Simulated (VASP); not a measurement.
# Al3GaN4 (P-43m) in VASP: notebook

Al3GaN4 is run at these levels: PBEsol; tasks: single point.

Program: VASP 6.6.1. These are calculated values, not measurements. Logs are shortened: lines on timing, memory, paths and dates and some standing lists are left out, and cuts for length are marked.

**1. The cell of the first run**

Symmetry: P-43m, No. 215, cubic system. Conventional cell: a = 4.054 Å, b = 4.054 Å, c = 4.054 Å, α = 90.00°, β = 90.00°, γ = 90.00°. Al (site symmetry -42m) has 4 N at 1.74 Å within 2.3 Å. Ga (site symmetry -43m) has 4 N at 1.79 Å within 2.4 Å. Within 2.3 Å of N (site symmetry 3m) lie 3 Al at 1.74 Å and 1 Ga at 1.79 Å.

**2. Single point, PBEsol (strain -0.080 along x and y, -0.080 along z)**

INCAR

```
  ALGO = Normal
  EDIFF = 1E-7
  ENCUT = 520
  GGA = PS
  ISIF = 2
  ISMEAR = 0
  LASPH = T
  LCHARG = F
  LREAL = F
  LWAVE = F
  NBANDS = 31
  NELM = 100
  PREC = Accurate
  SIGMA = 0.05
```

KPOINTS

```
k-points
0
Gamma
  6 6 6
```

POSCAR

```
Al3GaN4
1.0
    4.0544352532      0.0000000000      0.0000000000
    0.0000000000      4.0544352532      0.0000000000
    0.0000000000      0.0000000000      4.0544352532
Al Ga N
3 1 4
Direct
    0.5000000000      0.5000000000      0.0000000000
    0.5000000000      0.0000000000      0.5000000000
    0.0000000000      0.5000000000      0.5000000000
    0.0000000000      0.0000000000      0.0000000000
    0.7447077174      0.7447077174      0.2552922826
    0.7447077174      0.2552922826      0.7447077174
    0.2552922826      0.7447077174      0.7447077174
    0.2552922826      0.2552922826      0.2552922826
```

Potentials or basis: VASP PAW PBE potentials, release 64 (Al, Ga_d, N).

The run is started by

```bash
cat potpaw_PBE.64/Al/POTCAR potpaw_PBE.64/Ga_d/POTCAR potpaw_PBE.64/N/POTCAR > POTCAR
mpirun -np 1 vasp_std > vasp.out
```

OUTCAR:

```text
EDIFF = 1E-7
   ENCUT = 520
   GGA = PS
   ISIF = 2
   ISMEAR = 0
   LASPH = T
   LREAL = F
   NELM = 100
   PREC = Accurate

 ion  position               nearest neighbor table
   1  0.500  0.500  0.000-   5 1.74   6 1.74   7 1.74   8 1.74   3 2.87   4 2.87   2 2.87   2 2.87
                             3 2.87   2 2.87   4 2.87   2 2.87   3 2.87   4 2.87   3 2.87   4 2.87
   2  0.500  0.000  0.500-   5 1.74   6 1.74   7 1.74   8 1.74   3 2.87   4 2.87   1 2.87   1 2.87
                             4 2.87   1 2.87   3 2.87   1 2.87   3 2.87   4 2.87   4 2.87   3 2.87
   3  0.000  0.500  0.500-   5 1.74   6 1.74   7 1.74   8 1.74   2 2.87   4 2.87   1 2.87   1 2.87
                             4 2.87   2 2.87   4 2.87   4 2.87   1 2.87   2 2.87   1 2.87   2 2.87
   4  0.000  0.000  0.000-   5 1.79   6 1.79   7 1.79   8 1.79   2 2.87   3 2.87   1 2.87   2 2.87
                             3 2.87   1 2.87   3 2.87   3 2.87   1 2.87   2 2.87   2 2.87   1 2.87
   5  0.745  0.745  0.255-   1 1.74   2 1.74   3 1.74   4 1.79
   6  0.745  0.255  0.745-   1 1.74   2 1.74   3 1.74   4 1.79
   7  0.255  0.745  0.745-   1 1.74   2 1.74   3 1.74   4 1.79
   8  0.255  0.255  0.255-   1 1.74   2 1.74   3 1.74   4 1.79

  LATTYP: Found a simple cubic cell.
 ALAT       =     4.0544352532

  Lattice vectors:

 A1 = (   4.0544352532,   0.0000000000,   0.0000000000)
 A2 = (   0.0000000000,   4.0544352532,   0.0000000000)
 A3 = (   0.0000000000,   0.0000000000,   4.0544352532)

Analysis of symmetry for initial positions (statically):
=====================================================================
 Subroutine PRICEL returns:
 Original cell was already a primitive cell.

 Routine SETGRP: Setting up the symmetry group for a
 simple cubic supercell.

 Subroutine GETGRP returns: Found 24 space group operations
 (whereof 24 operations were pure point group operations)
 out of a pool of 48 trial point group operations.

The static configuration has the point symmetry T_d .

Analysis of symmetry for dynamics (positions and initial velocities):
=====================================================================
 Subroutine PRICEL returns:
 Original cell was already a primitive cell.

 Routine SETGRP: Setting up the symmetry group for a
 simple cubic supercell.

 Subroutine GETGRP returns: Found 24 space group operations
 (whereof 24 operations were pure point group operations)
 out of a pool of 48 trial point group operations.

The dynamic configuration has the point symmetry T_d .

 Subroutine INISYM returns: Found 24 space group operations
 (whereof 24 operations are pure point group operations),
 and found     1 'primitive' translations

----------------------------------------------------------------------------------------

                                     Primitive cell

  volume of cell :      66.6486

  direct lattice vectors                    reciprocal lattice vectors
     4.054435253  0.000000000  0.000000000     0.246643475  0.000000000  0.000000000
     0.000000000  4.054435253  0.000000000     0.000000000  0.246643475  0.000000000
     0.000000000  0.000000000  4.054435253     0.000000000  0.000000000  0.246643475

  length of vectors
     4.054435253  4.054435253  4.054435253     0.246643475  0.246643475  0.246643475

  position of ions in fractional coordinates (direct lattice)
     0.500000000  0.500000000  0.000000000
     0.500000000  0.000000000  0.500000000
     0.000000000  0.500000000  0.500000000
     0.000000000  0.000000000  0.000000000
     0.744707717  0.744707717  0.255292283
     0.744707717  0.255292283  0.744707717
     0.255292283  0.744707717  0.744707717
     0.255292283  0.255292283  0.255292283

  ion indices of the primitive-cell ions
   primitive index   ion index
                 1           1
                 2           2
                 3           3
                 4           4
                 5           5
                 6           6
                 7           7
                 8           8

----------------------------------------------------------------------------------------

 KPOINTS: k-points

Automatic generation of k-mesh.
 Grid dimensions read from file:
 generate k-points for:    6    6    6

 Generating k-lattice:

  Cartesian coordinates                     Fractional coordinates (reciprocal lattice)
     0.041107246  0.000000000  0.000000000     0.166666667  0.000000000  0.000000000
     0.000000000  0.041107246  0.000000000     0.000000000  0.166666667  0.000000000
     0.000000000  0.000000000  0.041107246     0.000000000  0.000000000  0.166666667

  Length of vectors
     0.041107246  0.041107246  0.041107246

  Shift w.r.t. Gamma in fractional coordinates (k-lattice)
     0.000000000  0.000000000  0.000000000

 Subroutine IBZKPT returns following result:
 ===========================================

 Found     20 irreducible k-points:

 Following reciprocal coordinates:
            Coordinates               Weight
  0.000000  0.000000  0.000000      1.000000
  0.166667  0.000000  0.000000      6.000000
  0.333333  0.000000  0.000000      6.000000
  0.500000  0.000000  0.000000      3.000000
  0.166667  0.166667  0.000000     12.000000
  0.333333  0.166667  0.000000     24.000000
[... 12 lines left out ...]
  0.500000  0.500000  0.333333      6.000000
  0.500000  0.500000  0.500000      1.000000
   k-points           NKPTS =     20   k-points in BZ     NKDIM =     20   number of bands    NBANDS=     31
   number of dos      NEDOS =    301   number of ions     NIONS =      8
   total plane-waves  NPLWV =  27000
   dimension x,y,z NGX =    30 NGY =   30 NGZ =   30
   dimension x,y,z NGXF=    60 NGYF=   60 NGZF=   60
   ions per type =               3   1   4
   NGX,Y,Z   is equivalent  to a cutoff of  12.30, 12.30, 12.30 a.u.
   NGXF,Y,Z  is equivalent  to a cutoff of  24.60, 24.60, 24.60 a.u.
 SYSTEM =  unknown system
   PREC   = accura    normal or accurate (medium, high low for compatibility)
   ISTART =      0    job   : 0-new  1-cont  2-samecut
   ICHARG =      2    charge: 1-file 2-atom 10-const
   ISPIN  =      1    spin polarized calculation?
   LNONCOLLINEAR =      F non collinear calculations
   LSORBIT =      F    spin-orbit coupling
   LASPH  =      T    aspherical Exc in radial PAW
   ENCUT  =  520.0 eV  38.22 Ry    6.18 a.u.   7.54  7.54  7.54*2*pi/ulx,y,z
   NELM   =    100;   NELMIN=  2; NELMDL= -5     # of ELM steps
   EDIFF  = 0.1E-06   stopping-criterion for ELM
   LREAL  =      F    real-space projection
   EDIFFG = 0.1E-05   stopping-criterion for IOM
   NSW    =      0    number of steps for IOM
   IBRION =     -1    ionic relax: 0-MD 1-quasi-New 2-CG
   NFREE  =      0    steps in history (QN), initial steepest desc. (CG)
   ISIF   =      2    stress and relaxation
   ISYM   =      2    0-nonsym 1-usesym 2-fastsym
   POTIM  = 0.5000    time-step for ionic-motion
   TEBEG  =    0.0;   TEEND  =   0.0 temperature during run
   PSTRESS=    0.0 pullay stress
   NELECT =      42.0000    total number of electrons
   NUPDOWN=      -1.0000    fix difference up-down
   EMIN   =  10.00;   EMAX   =-10.00  energy-range for DOS
   EFERMI =   0.00;   METHOD = LEGACY
   ISMEAR =     0;   SIGMA  =   0.05  broadening in eV -4-tet -1-fermi 0-gaus
   EFERMI_NEDOS =   21; number of points for ismear=-14 and -15
   IALGO  =     38    algorithm
   IMIX   =      4    mixing-type and parameters
     AMIX     =   0.40;   BMIX     =  1.00
     AMIX_MAG =   1.60;   BMIX_MAG =  1.00
  volume/ion in A,a.u.               =       8.33        56.22
  Fermi-wavevector in a.u.,A,eV,Ry     =   1.403549  2.652323 26.802792  1.969950
  Thomas-Fermi vector in A             =   2.526200
   LORBIT       =      0    0 simple, 1 ext, 2 COOP (PROOUT), +10 PAW based schemes
   GGA     = PS    functional components
   LHFCALC =     F    Hartree Fock is set to
   AEXX    =    0.0000 exact exchange contribution
   IVDW    =     0    specifies the selected vdW correction
   LEPSILON=     F    determine dielectric tensor
   LRPA    =     F    only Hartree local field effects (RPA)
 non-spin polarized calculation
 Gauss-broadening in eV      SIGMA  =   0.05
  energy-cutoff  :      520.00
  volume of cell :       66.65
 maximum number of plane-waves:      1856
   NGX = 15   NGY = 15   NGZ = 15

 number of electron      42.0000021 magnetization

 Free energy of the ion-electron system (eV)
  ---------------------------------------------------
  ext. energy  EPLUGINS =         0.00000000
  ---------------------------------------------------
  free energy    TOTEN  =       -56.02363952 eV

  energy without entropy =      -56.02363952  energy(sigma->0) =      -56.02363952

 E-fermi :   8.5856     XC(G=0): -12.5417

 val. band max:        8.3570187031   @ k =   0.1667   0.1667   0.0000
 cond. band min:      11.8111107473   @ k =   0.0000   0.0000   0.0000
 fundamental gap:      3.4540920442
 Fermi energy:         8.5856412292

 k-point     1 :       0.0000    0.0000    0.0000
  band No.  band energies     occupation
      1      -8.6299      2.00000
      2      -5.7249      2.00000
      3      -5.7249      2.00000
      4      -5.7249      2.00000
      5      -4.2683      2.00000
      6      -4.2683      2.00000
[... 23 lines left out ...]
     30      22.5731      0.00000
     31      22.5731      0.00000

 k-point     2 :       0.1667    0.0000    0.0000
  band No.  band energies     occupation
      1      -8.4566      2.00000
      2      -5.8892      2.00000
      3      -5.7346      2.00000
      4      -5.7346      2.00000
      5      -4.2629      2.00000
      6      -4.2568      2.00000
[... 23 lines left out ...]
     30      22.8155      0.00000
     31      22.8155      0.00000

 k-point     3 :       0.3333    0.0000    0.0000
  band No.  band energies     occupation
      1      -7.9588      2.00000
      2      -6.4271      2.00000
      3      -5.7532      2.00000
      4      -5.7532      2.00000
      5      -4.2520      2.00000
      6      -4.2365      2.00000
[... 567 lines left out ...]
     30      20.7793      0.00000
     31      20.7979      0.00000

 k-point    20 :       0.5000    0.5000    0.5000
  band No.  band energies     occupation
      1      -6.3570      2.00000
      2      -6.3570      2.00000
      3      -6.3570      2.00000
      4      -5.8906      2.00000
      5      -4.1463      2.00000
      6      -4.1463      2.00000
[... 23 lines left out ...]
     30      20.4575      0.00000
     31      20.4783      0.00000

------------------------ aborting loop because EDIFF is reached ----------------------------------------

  FORCE on cell =-STRESS in cart. coord.  units (eV):
  Direction    XX          YY          ZZ          XY          YZ          ZX
  --------------------------------------------------------------------------------------
  -------------------------------------------------------------------------------------
  Total       33.9055824     33.9055824     33.9055824     -0.0000000      0.0000000     -0.0000000
  in kB      815.0620694    815.0620694    815.0620694     -0.0000000      0.0000000     -0.0000000
  external PRESSURE =     815.0620694 kB  Pullay stress =       0.0000000 kB

 VOLUME and BASIS-vectors are now :
 -----------------------------------------------------------------------------
  energy-cutoff  :      520.00
  volume of cell :       66.65
      direct lattice vectors                 reciprocal lattice vectors
     4.054435253  0.000000000  0.000000000     0.246643475  0.000000000  0.000000000
     0.000000000  4.054435253  0.000000000     0.000000000  0.246643475  0.000000000
     0.000000000  0.000000000  4.054435253     0.000000000  0.000000000  0.246643475

 POSITION                                       TOTAL-FORCE (eV/Angst)
 -----------------------------------------------------------------------------------
      2.02722      2.02722      0.00000        -0.000000     -0.000000      0.000000
      2.02722      0.00000      2.02722        -0.000000     -0.000000      0.000000
      0.00000      2.02722      2.02722         0.000000     -0.000000      0.000000
      0.00000      0.00000      0.00000        -0.000000     -0.000000     -0.000000
      3.01937      3.01937      1.03507        -0.081395     -0.081395      0.081395
      3.01937      1.03507      3.01937        -0.081395      0.081395     -0.081395
      1.03507      3.01937      3.01937         0.081395     -0.081395     -0.081395
      1.03507      1.03507      1.03507         0.081395      0.081395      0.081395
 -----------------------------------------------------------------------------------
    total drift:                                0.000000      0.000000     -0.000000

  FREE ENERGIE OF THE ION-ELECTRON SYSTEM (eV)
  ---------------------------------------------------
  free  energy   TOTEN  =       -56.0236395220 eV

  energy  without entropy=      -56.0236395220  energy(sigma->0) =      -56.02363952
```

Run time: 64 s. Hardware: 1 thread of Intel Xeon 8259CL, shared host; peak memory 0.19 GiB.

Results:

```yaml
Free_energy: -56.0236 eV
Pressure: 81.5 GPa
Largest_force: 0.141 eV/Å
Band_gap_on_the_k_mesh: 3.45 eV (least direct gap 3.49 eV)
```

Forces in eV/Å, atoms in the order of the input:
```
Al   0.000  0.000  0.000
Al   0.000  0.000  0.000
Al   0.000  0.000  0.000
Ga   0.000  0.000  0.000
N   -0.081 -0.081  0.081
N   -0.081  0.081 -0.081
N    0.081 -0.081 -0.081
N    0.081  0.081  0.081
```

Levels at points of the mesh, in eV from the valence-band top:
| k point | band 18 | band 19 | band 20 | band 21 | band 22 | band 23 | band 24 | band 25 |
| --- | --- | --- | --- | --- | --- | --- | --- | --- |
| (0.00, 0.00, 0.00) | -2.40 | -0.04 | -0.04 | -0.04 | 3.45 | 3.45 | 3.45 | 5.59 |
| (0.50, 0.00, 0.00) | -1.55 | -1.55 | -1.08 | -1.08 | 6.64 | 6.64 | 6.70 | 6.76 |
| (0.50, 0.50, 0.00) | -1.02 | -0.61 | -0.61 | -0.59 | 8.42 | 8.42 | 8.69 | 8.69 |
| (0.50, 0.50, 0.50) | -0.63 | -0.37 | -0.37 | -0.37 | 7.76 | 9.07 | 9.07 | 9.07 |

Caveat: the cell differs from its parent crystal (strain -0.080 along x and y, -0.080 along z); the cell stands under pressure; the PAW data sets were made with another functional, which shifts forces and pressure a little. A k mesh can miss the band edges.

**3. Single point, PBEsol (strain -0.040 along x and y, -0.040 along z)**

INCAR

```
SYSTEM = Al3GaN4
  ALGO = Normal
  EDIFF = 1E-7
  ENCUT = 520
  GGA = PS
  ISIF = 2
  ISMEAR = 0
  LASPH = .TRUE.
  LCHARG = .FALSE.
  LREAL = .FALSE.
  LWAVE = .FALSE.
  NBANDS = 31
  NELM = 100
  PREC = Accurate
  SIGMA = 0.05
```

KPOINTS

```
k-points
0
G
  6 6 6
  0 0 0
```

POSCAR, as its differences from that of step 2:

```diff
@@ -2,5 +2,5 @@
 1.0
-    4.0544352532      0.0000000000      0.0000000000
-    0.0000000000      4.0544352532      0.0000000000
-    0.0000000000      0.0000000000      4.0544352532
+    4.2307150468      0.0000000000      0.0000000000
+    0.0000000000      4.2307150468      0.0000000000
+    0.0000000000      0.0000000000      4.2307150468
 Al Ga N
```

Potentials or basis: VASP PAW PBE potentials, release 64 (Al, Ga_d, N).

The run is started by

```bash
cat potpaw_PBE.64/Al/POTCAR potpaw_PBE.64/Ga_d/POTCAR potpaw_PBE.64/N/POTCAR > POTCAR
mpirun -np 1 vasp_std > vasp.out
```

It took 63 s on 1 thread of Intel Xeon 8259CL, shared host; peak memory 0.2 GiB.

Results (log left out):

| Property | Result |
| --- | --- |
| Free energy | -59.0844 eV |
| Pressure | 31.0 GPa |
| Largest force | 0.027 eV/Å |
| Band gap on the k mesh | 3.39 eV (least direct gap 3.40 eV) |

Forces on the atoms (eV/Å):
```
Al   0.000  0.000  0.000
Al   0.000  0.000  0.000
Al   0.000  0.000  0.000
Ga   0.000  0.000  0.000
N   -0.016 -0.016  0.016
N   -0.016  0.016 -0.016
N    0.016 -0.016 -0.016
N    0.016  0.016  0.016
```

Levels at points of the mesh, in eV from the valence-band top:
```tsv
k point	band 17	band 18	band 19	band 20	band 21	band 22	band 23	band 24	band 25	band 26
(0.00, 0.00, 0.00)	-2.18	-2.18	-0.01	-0.01	-0.01	3.39	3.39	3.39	4.45	7.66
(0.50, 0.00, 0.00)	-2.69	-1.37	-1.37	-1.01	-1.01	6.10	6.17	6.34	6.34	9.62
(0.50, 0.50, 0.00)	-2.76	-0.92	-0.58	-0.58	-0.57	7.94	7.94	8.13	8.20	8.82
(0.50, 0.50, 0.50)	-0.62	-0.62	-0.38	-0.38	-0.38	6.55	7.95	7.95	7.95	10.08
```

Caveat: the cell differs from its parent crystal (strain -0.040 along x and y, -0.040 along z); the cell stands under pressure; the PAW data sets were made with another functional, which shifts forces and pressure a little. A k mesh can miss the band edges.

**4. Single point, PBEsol (strain +0.040 along x and y, +0.040 along z)**

INCAR

```
  ALGO = Normal
  EDIFF = 1E-7
  ENCUT = 520
  GGA = PS
  ISIF = 2
  ISMEAR = 0
  LASPH = True
  LCHARG = False
  LREAL = False
  LWAVE = False
  NBANDS = 31
  NELM = 60
  PREC = Accurate
  SIGMA = 0.05
```

KPOINTS

```
k-points
0
Gamma
  6 6 6
```

POSCAR, as its differences from that of step 3:

```diff
@@ -2,5 +2,5 @@
 1.0
-    4.2307150468      0.0000000000      0.0000000000
-    0.0000000000      4.2307150468      0.0000000000
-    0.0000000000      0.0000000000      4.2307150468
+    4.5832746340      0.0000000000      0.0000000000
+    0.0000000000      4.5832746340      0.0000000000
+    0.0000000000      0.0000000000      4.5832746340
 Al Ga N
```

The run is started by

```bash
cat potpaw_PBE.64/Al/POTCAR potpaw_PBE.64/Ga_d/POTCAR potpaw_PBE.64/N/POTCAR > POTCAR
mpirun -np 1 vasp_std > vasp.out
```

Run time: 1.7 min. Hardware: 1 thread of Intel Xeon 8259CL, shared host; peak memory 0.23 GiB.

The run converged. Its results:

```yaml
Free_energy: -59.2776 eV
Pressure: -18.4 GPa
Largest_force: 0.006 eV/Å
Band_gap_on_the_k_mesh: 2.52 eV
```

Forces in eV/Å, atoms in the order of the input:
```
Al   0.000  0.000  0.000
Al   0.000  0.000  0.000
Al   0.000  0.000  0.000
Ga   0.000  0.000  0.000
N   -0.004 -0.004  0.004
N   -0.004  0.004 -0.004
N    0.004 -0.004 -0.004
N    0.004  0.004  0.004
```

Levels at points of the mesh, in eV from the valence-band top:
| k point | band 17 | band 18 | band 19 | band 20 | band 21 | band 22 | band 23 | band 24 | band 25 | band 26 |
| --- | --- | --- | --- | --- | --- | --- | --- | --- | --- | --- |
| (0.00, 0.00, 0.00) | -1.81 | -1.81 | 0.00 | 0.00 | 0.00 | 2.52 | 3.23 | 3.23 | 3.23 | 6.18 |
| (0.50, 0.00, 0.00) | -2.60 | -1.09 | -1.09 | -0.88 | -0.88 | 4.96 | 4.98 | 5.77 | 5.77 | 7.41 |
| (0.50, 0.50, 0.00) | -2.38 | -0.77 | -0.53 | -0.50 | -0.50 | 6.23 | 6.98 | 6.98 | 7.27 | 7.40 |
| (0.50, 0.50, 0.50) | -0.58 | -0.58 | -0.37 | -0.37 | -0.37 | 4.48 | 5.95 | 5.95 | 5.95 | 8.68 |

Caveat: the cell differs from its parent crystal (strain +0.040 along x and y, +0.040 along z); the cell stands under tension; the PAW data sets were made with another functional, which shifts forces and pressure a little.

[end of part 1 of 2]
